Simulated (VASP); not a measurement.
## CdTe: single point with PBE

Crystal: CdTe.

```
Cd Te
1.0
     0.00000    3.06556    3.06556
     3.06556    0.00000    3.06556
     3.06556    3.06556    0.00000
Cd Te
1 1
Direct
  0.00000 0.00000 0.00000
  0.50000 0.50000 0.50000
```

```
Program                : VASP 6.6.1
Task                   : single point
Functional             : PBE
Potentials or basis    : VASP PAW PBE potentials, release 64 (Cd, Te)
Cutoff                 : 520 eV
k mesh                 : 6 × 6 × 6
Occupations            : fermi-dirac, width 0.02 eV
Spin                   : no spin polarisation
Dipole correction      : no
Further INCAR settings : ALGO = Normal; EDIFF = 1e-06; NBANDS = 16
```

```
Pressure               : 0.1 GPa
Band gap on the k mesh : zero (band 9 reaches 3.89 eV, above the bottom of band 10 at 2.54 eV)
```

Levels at points of the mesh, in eV from the Fermi level:
| k point | band 7 | band 8 | band 9 | band 10 | band 11 | band 12 |
| --- | --- | --- | --- | --- | --- | --- |
| (0.00, 0.00, 0.00) | -0.50 | -0.50 | -0.50 | 0.20 | 7.03 | 7.03 |
| (0.50, 0.00, 0.00) | -5.15 | -0.09 | -0.09 | 2.66 | 3.93 | 3.93 |
| (0.50, 0.50, 0.00) | -4.07 | -2.08 | -2.08 | -1.35 | 4.22 | 9.02 |

Run time: 20 s on 1 thread of Intel Xeon 8259CL, on a shared host, peak memory 0.18 GiB.

Caveat: spin-orbit coupling is left out, which moves the levels of the heavy elements.
